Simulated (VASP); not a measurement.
# Hg2S (P3m1) in VASP: single point with PBEsol

Aim: the single point of Hg2S with PBEsol.

Program: VASP 6.6.1. These are calculated values, not measurements. Logs are shortened: lines on timing, memory, paths and dates and some standing lists are left out, and cuts for length are marked.

## Step 1: The cell of the first run

The structure is trigonal, space group P3m1 (No. 156). The conventional cell has a = 3.891 Å, b = 3.891 Å, c = 5.787 Å, α = 90.00°, β = 90.00°, γ = 120.00°. Within 3.3 Å of Hg (site symmetry 3m) lie 3 S at 2.50 Å and 3 Hg at 3.05 Å. Hg (site symmetry 3m) has 2 S at 2.62 to 3.17 Å and 3 Hg at 3.05 Å within 3.5 Å. Within 3.3 Å of S (site symmetry 3m) lie 5 Hg at 2.50 to 3.17 Å.

## Step 2: Single point, PBEsol (Cd replaced by Hg, lengths x 0.963, strained)

INCAR

```
ALGO     = Normal         # electronic algorithm
EDIFF    = 1E-7           # SCF threshold, eV
ENCUT    = 520            # plane-wave cutoff, eV
GGA      = PS             # functional
ISIF     = 2              # what is computed and relaxed
ISMEAR   = 0              # smearing method
LASPH    = True           # aspherical terms in the spheres
LCHARG   = True           # write CHGCAR
LELF     = True           # ELF
LREAL    = False          # projectors in reciprocal space
LVHAR    = True         
LWAVE    = False          # write WAVECAR
NBANDS   = 22             # bands
NELM     = 100            # most SCF steps
PREC     = Accurate       # precision mode
SIGMA    = 0.1            # smearing width, eV
```

KPOINTS

```
k-points
0
Gamma
  12 12 8
```

POSCAR

```
Hg2S
1.0
    3.8905394113      0.0000000000      0.0000000000
   -1.9452697057      3.3693059647      0.0000000000
    0.0000000000      0.0000000000      5.7873950247
Hg S
2 1
Direct
    0.6666666700      0.3333333300      0.5697858825
    0.3333333300      0.6666666700      0.9271940309
    0.3333333300      0.6666666700      0.3801770866
```

Potentials or basis: VASP PAW PBE potentials, release 64 (Hg, S).

On the command line:

```sh
$ cat potpaw_PBE.64/Hg/POTCAR potpaw_PBE.64/S/POTCAR > POTCAR
$ mpirun -np 1 vasp_std > vasp.out
```

OUTCAR:

```text
EDIFF = 1E-7
   ENCUT = 520
   GGA = PS
   ISIF = 2
   ISMEAR = 0
   LASPH = True
   LREAL = False
   NELM = 100
   PREC = Accurate

 ion  position               nearest neighbor table
   1  0.667  0.333  0.570-   3 2.50   3 2.50   3 2.50   2 3.05   2 3.05   2 3.05
   2  0.333  0.667  0.927-   3 2.62   1 3.05   1 3.05   1 3.05   3 3.17
   3  0.333  0.667  0.380-   1 2.50   1 2.50   1 2.50   2 2.62   2 3.17

  LATTYP: Found a hexagonal cell.
 ALAT       =     3.8905394113
 C/A-ratio  =     1.4875559435

  Lattice vectors:

 A1 = (   3.8905394113,   0.0000000000,   0.0000000000)
 A2 = (  -1.9452697057,   3.3693059647,   0.0000000000)
 A3 = (   0.0000000000,   0.0000000000,   5.7873950247)

Analysis of symmetry for initial positions (statically):
=====================================================================
 Subroutine PRICEL returns:
 Original cell was already a primitive cell.

 Routine SETGRP: Setting up the symmetry group for a
 hexagonal supercell.

 Subroutine GETGRP returns: Found  6 space group operations
 (whereof  6 operations were pure point group operations)
 out of a pool of 24 trial point group operations.

The static configuration has the point symmetry C_3v.

Analysis of symmetry for dynamics (positions and initial velocities):
=====================================================================
 Subroutine PRICEL returns:
 Original cell was already a primitive cell.

 Routine SETGRP: Setting up the symmetry group for a
 hexagonal supercell.

 Subroutine GETGRP returns: Found  6 space group operations
 (whereof  6 operations were pure point group operations)
 out of a pool of 24 trial point group operations.

The dynamic configuration has the point symmetry C_3v.

 Subroutine INISYM returns: Found  6 space group operations
 (whereof  6 operations are pure point group operations),
 and found     1 'primitive' translations

----------------------------------------------------------------------------------------

                                     Primitive cell

  volume of cell :      75.8636

  direct lattice vectors                    reciprocal lattice vectors
     3.890539411  0.000000000  0.000000000     0.257033767  0.148398514  0.000000000
    -1.945269706  3.369305965  0.000000000     0.000000000  0.296797029  0.000000000
     0.000000000  0.000000000  5.787395025     0.000000000  0.000000000  0.172789311

  length of vectors
     3.890539411  3.890539411  5.787395025     0.296797029  0.296797029  0.172789311

  position of ions in fractional coordinates (direct lattice)
     0.666666670  0.333333330  0.569785882
     0.333333330  0.666666670  0.927194031
     0.333333330  0.666666670  0.380177087

  ion indices of the primitive-cell ions
   primitive index   ion index
                 1           1
                 2           2
                 3           3

----------------------------------------------------------------------------------------

 KPOINTS: k-points

Automatic generation of k-mesh.
 Grid dimensions read from file:
 generate k-points for:   12   12    8

 Generating k-lattice:

  Cartesian coordinates                     Fractional coordinates (reciprocal lattice)
     0.021419481  0.012366543  0.000000000     0.083333333  0.000000000  0.000000000
     0.000000000  0.024733086  0.000000000     0.000000000  0.083333333  0.000000000
     0.000000000  0.000000000  0.021598664     0.000000000  0.000000000  0.125000000

  Length of vectors
     0.024733086  0.024733086  0.021598664

  Shift w.r.t. Gamma in fractional coordinates (k-lattice)
     0.000000000  0.000000000  0.000000000

 Subroutine IBZKPT returns following result:
 ===========================================

 Found    131 irreducible k-points:

 Following reciprocal coordinates:
            Coordinates               Weight
  0.000000  0.000000  0.000000      1.000000
  0.083333  0.000000  0.000000      6.000000
  0.166667 -0.000000  0.000000      6.000000
  0.250000 -0.000000  0.000000      6.000000
  0.333333 -0.000000  0.000000      6.000000
  0.416667 -0.000000  0.000000      6.000000
[... 16 lines left out ...]
  0.166667 -0.000000  0.125000      6.000000
  0.000000  0.166667  0.125000      6.000000
 [... further k-points ...]
   k-points           NKPTS =    131   k-points in BZ     NKDIM =    131   number of bands    NBANDS=     22
   number of dos      NEDOS =    301   number of ions     NIONS =      3
   total plane-waves  NPLWV =  43200
   dimension x,y,z NGX =    30 NGY =   30 NGZ =   48
   dimension x,y,z NGXF=    60 NGYF=   60 NGZF=   96
   ions per type =               2   1
   NGX,Y,Z   is equivalent  to a cutoff of  12.82, 12.82, 13.79 a.u.
   NGXF,Y,Z  is equivalent  to a cutoff of  25.64, 25.64, 27.58 a.u.
 SYSTEM =  unknown system
   PREC   = accura    normal or accurate (medium, high low for compatibility)
   ISTART =      0    job   : 0-new  1-cont  2-samecut
   ICHARG =      2    charge: 1-file 2-atom 10-const
   ISPIN  =      1    spin polarized calculation?
   LNONCOLLINEAR =      F non collinear calculations
   LSORBIT =      F    spin-orbit coupling
   LASPH  =      T    aspherical Exc in radial PAW
   ENCUT  =  520.0 eV  38.22 Ry    6.18 a.u.   7.23  7.23 10.76*2*pi/ulx,y,z
   NELM   =    100;   NELMIN=  2; NELMDL= -5     # of ELM steps
   EDIFF  = 0.1E-06   stopping-criterion for ELM
   LREAL  =      F    real-space projection
   EDIFFG = 0.1E-05   stopping-criterion for IOM
   NSW    =      0    number of steps for IOM
   IBRION =     -1    ionic relax: 0-MD 1-quasi-New 2-CG
   NFREE  =      0    steps in history (QN), initial steepest desc. (CG)
   ISIF   =      2    stress and relaxation
   ISYM   =      2    0-nonsym 1-usesym 2-fastsym
   POTIM  = 0.5000    time-step for ionic-motion
   TEBEG  =    0.0;   TEEND  =   0.0 temperature during run
   PSTRESS=    0.0 pullay stress
   NELECT =      30.0000    total number of electrons
   NUPDOWN=      -1.0000    fix difference up-down
   EMIN   =  10.00;   EMAX   =-10.00  energy-range for DOS
   EFERMI =   0.00;   METHOD = LEGACY
   ISMEAR =     0;   SIGMA  =   0.10  broadening in eV -4-tet -1-fermi 0-gaus
   EFERMI_NEDOS =   21; number of points for ismear=-14 and -15
   IALGO  =     38    algorithm
   IMIX   =      4    mixing-type and parameters
     AMIX     =   0.40;   BMIX     =  1.00
     AMIX_MAG =   1.60;   BMIX_MAG =  1.00
  volume/ion in A,a.u.               =      25.29       170.65
  Fermi-wavevector in a.u.,A,eV,Ry     =   1.201630  2.270752 19.645654  1.443915
  Thomas-Fermi vector in A             =   2.337434
   LORBIT       =      0    0 simple, 1 ext, 2 COOP (PROOUT), +10 PAW based schemes
   GGA     = PS    functional components
   LHFCALC =     F    Hartree Fock is set to
   AEXX    =    0.0000 exact exchange contribution
   IVDW    =     0    specifies the selected vdW correction
   LEPSILON=     F    determine dielectric tensor
   LRPA    =     F    only Hartree local field effects (RPA)
 non-spin polarized calculation
 Gauss-broadening in eV      SIGMA  =   0.10
  energy-cutoff  :      520.00
  volume of cell :       75.86
 maximum number of plane-waves:      2073
 NGX is ok and might be reduce to    30
   NGX = 15   NGY = 15   NGZ = 21

 number of electron      29.9999995 magnetization

 Free energy of the ion-electron system (eV)
  ---------------------------------------------------
  ext. energy  EPLUGINS =         0.00000000
  ---------------------------------------------------
  free energy    TOTEN  =        -5.17967161 eV

  energy without entropy =       -5.17618233  energy(sigma->0) =       -5.17792697

 E-fermi :   2.2353     XC(G=0):  -9.8745

 val. band max:        2.2292142142   @ k =   0.1667   0.1667   0.5000
 cond. band min:       2.2395153724   @ k =   0.1667  -0.0000   0.5000
 fundamental gap:      0.0103011582
 Fermi energy:         2.2353414440

 k-point     1 :       0.0000    0.0000    0.0000
  band No.  band energies     occupation
      1     -11.4667      2.00000
      2      -5.3292      2.00000
      3      -5.3292      2.00000
      4      -5.1054      2.00000
      5      -4.9584      2.00000
      6      -4.9584      2.00000
[... 14 lines left out ...]
     21      11.0080      0.00000
     22      11.9875      0.00000

 k-point     2 :       0.0833    0.0000    0.0000
  band No.  band energies     occupation
      1     -11.4319      2.00000
      2      -5.3417      2.00000
      3      -5.3016      2.00000
      4      -5.0837      2.00000
      5      -4.9590      2.00000
      6      -4.9566      2.00000
[... 14 lines left out ...]
     21      10.9604      0.00000
     22      12.4550      0.00000

 k-point     3 :       0.1667   -0.0000    0.0000
  band No.  band energies     occupation
      1     -11.3357      2.00000
      2      -5.3607      2.00000
      3      -5.2333      2.00000
      4      -5.0487      2.00000
      5      -4.9519      2.00000
      6      -4.9217      2.00000
[... 14 lines left out ...]
     21      10.8702      0.00000
     22      11.8831      0.00000

 k-point     4 :       0.2500   -0.0000    0.0000
  band No.  band energies     occupation
      1     -11.2014      2.00000
      2      -5.3548      2.00000
      3      -5.1759      2.00000
      4      -5.0309      2.00000
      5      -4.9000      2.00000
      6      -4.8379      2.00000
[... 14 lines left out ...]
     21      10.7517      0.00000
     22      11.1160      0.00000

 k-point     5 :       0.3333   -0.0000    0.0000
  band No.  band energies     occupation
      1     -11.0638      2.00000
      2      -5.3214      2.00000
      3      -5.1689      2.00000
      4      -4.9933      2.00000
      5      -4.7853      2.00000
      6      -4.7846      2.00000
[... 14 lines left out ...]
     21      10.5716      0.00000
     22      10.8675      0.00000

 k-point     6 :       0.4167   -0.0000    0.0000
  band No.  band energies     occupation
      1     -10.9611      2.00000
      2      -5.2895      2.00000
      3      -5.1819      2.00000
      4      -4.9433      2.00000
      5      -4.7823      2.00000
      6      -4.6697      2.00000
[... 14 lines left out ...]
     21      10.4128      0.00000
     22      11.3357      0.00000

 k-point     7 :       0.5000   -0.0000    0.0000
  band No.  band energies     occupation
      1     -10.9231      2.00000
      2      -5.2779      2.00000
      3      -5.1886      2.00000
      4      -4.9304      2.00000
      5      -4.7754      2.00000
      6      -4.6211      2.00000
[... 324 lines left out ...]
      6      -4.9538      2.00000
[... 14 lines left out ...]
     21      10.9025      0.00000
     22      11.8406      0.00000

 k-point    21 :       0.0833    0.0000    0.1250
  band No.  band energies     occupation
      1     -11.4142      2.00000
      2      -5.3545      2.00000
      3      -5.3127      2.00000
      4      -5.1751      2.00000
      5      -4.9509      2.00000
      6      -4.9494      2.00000
[... 14 lines left out ...]
     21      10.7828      0.00000
     22      12.0025      0.00000

 k-point    22 :       0.0000    0.0833    0.1250
  band No.  band energies     occupation
      1     -11.4141      2.00000
      2      -5.3520      2.00000
      3      -5.3108      2.00000
      4      -5.1791      2.00000
      5      -4.9570      2.00000
      6      -4.9444      2.00000
[... 14 lines left out ...]
     21      10.9428      0.00000
     22      12.1044      0.00000

 k-point    23 :       0.1667   -0.0000    0.1250
  band No.  band energies     occupation
      1     -11.3186      2.00000
      2      -5.3877      2.00000
      3      -5.2434      2.00000
      4      -5.1211      2.00000
      5      -4.9415      2.00000
      6      -4.9137      2.00000
[... 14 lines left out ...]
     21      10.7195      0.00000
     22      11.4728      0.00000

 k-point    24 :       0.0000    0.1667    0.1250
  band No.  band energies     occupation
      1     -11.3185      2.00000
      2      -5.3667      2.00000
      3      -5.2390      2.00000
      4      -5.1502      2.00000
      5      -4.9529      2.00000
      6      -4.9055      2.00000
[... 14 lines left out ...]
     21      10.9876      0.00000
     22      11.7672      0.00000

 [... further k-points ...]

------------------------ aborting loop because EDIFF is reached ----------------------------------------

  FORCE on cell =-STRESS in cart. coord.  units (eV):
  Direction    XX          YY          ZZ          XY          YZ          ZX
  --------------------------------------------------------------------------------------
  -------------------------------------------------------------------------------------
  Total        1.4901407      1.4901407     -0.4677852     -0.0000000     -0.0000000     -0.0000000
  in kB       31.4705594     31.4705594     -9.8792433     -0.0000000     -0.0000000     -0.0000000
  external PRESSURE =      17.6872919 kB  Pullay stress =       0.0000000 kB

 VOLUME and BASIS-vectors are now :
 -----------------------------------------------------------------------------
  energy-cutoff  :      520.00
  volume of cell :       75.86
      direct lattice vectors                 reciprocal lattice vectors
     3.890539411  0.000000000  0.000000000     0.257033767  0.148398514  0.000000000
    -1.945269706  3.369305965  0.000000000     0.000000000  0.296797029  0.000000000
     0.000000000  0.000000000  5.787395025     0.000000000  0.000000000  0.172789311

 POSITION                                       TOTAL-FORCE (eV/Angst)
 -----------------------------------------------------------------------------------
      1.94527      1.12310      3.29758         0.000000      0.000000      0.848066
     -0.00000      2.24620      5.36604        -0.000000     -0.000000      0.307518
     -0.00000      2.24620      2.20023         0.000000     -0.000000     -1.155584
 -----------------------------------------------------------------------------------
    total drift:                                0.000012     -0.000007     -0.000135

  FREE ENERGIE OF THE ION-ELECTRON SYSTEM (eV)
  ---------------------------------------------------
  free  energy   TOTEN  =        -5.1796716144 eV

  energy  without entropy=       -5.1761823335  energy(sigma->0) =       -5.17792697
```

Wall time 3 min (1 thread of Intel Xeon Platinum 8488C (Sapphire Rapids), shared host); peak memory 0.34 GiB.

Results:

```yaml
Free_energy: -5.1797 eV
Pressure: 1.8 GPa
Largest_force: 1.156 eV/Å
Band_gap_on_the_k_mesh: zero (band 15 reaches 2.27 eV, above the bottom of band 16 at 2.12 eV)
```

Forces on the atoms (eV/Å):
```
Hg   0.000  0.000  0.848
Hg   0.000  0.000  0.308
S    0.000  0.000 -1.156
```

Levels at points of the mesh, in eV from the Fermi level:
```tsv
k point	band 13	band 14	band 15	band 16	band 17	band 18
(0.00, 0.00, 0.00)	-4.08	-0.65	-0.65	1.90	4.63	6.73
(0.50, 0.00, 0.00)	-3.33	-2.22	-1.91	0.47	2.55	4.73
(0.00, 0.00, 0.50)	-0.57	-0.57	-0.21	0.06	3.99	6.33
(0.50, 0.00, 0.50)	-4.08	-1.57	-1.24	1.10	2.63	4.78
```

Caveat: the cell differs from its parent crystal (Cd replaced by Hg, lengths x 0.963, strained); the PAW data sets were made with another functional, which shifts forces and pressure a little; spin-orbit coupling is left out, which moves the levels of the heavy elements.
